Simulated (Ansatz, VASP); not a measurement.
**ZnS: VASP beside Ansatz**

```
Zn S
1.0
     3.72942    0.00000    0.00000
    -1.86471    3.22977    0.00000
     0.00000    0.00000    6.12022
Zn S
2 2
Direct
  0.33333 0.66667 0.00557
  0.66667 0.33333 0.50557
  0.33333 0.66667 0.37943
  0.66667 0.33333 0.87943
```

Alike in both runs: functional r2SCAN; k mesh 12 × 12 × 6; occupations fermi-dirac, width 0.02 eV; no spin polarisation.

Ansatz relaxed the structure, and its values are those at the end. VASP's run is a single point on that final structure, the one shown.

|  | VASP | Ansatz |
| --- | --- | --- |
| version | VASP 6.6.1 | Ansatz 0.2.0 |
| potentials or method | VASP PAW PBE potentials, release 64 (Zn, S), cutoff 520 eV | PAW plane waves |
| valence electrons in the cell | 36 | 36 |

|  | VASP | Ansatz | Ansatz less VASP |
| --- | --- | --- | --- |
| gap on the k mesh at the Fermi level (eV) | 3.09 | 3.07 | -0.018 |
| pressure (GPa) | 5.5 | 5.5 | -0.05 |
| rms of the force components (eV/Å) | 0.006 | 0.000 | -0.0061 |

VASP's potentials were made for PBE, not for r2SCAN. Ansatz's warnings: stress scf threshold loose.
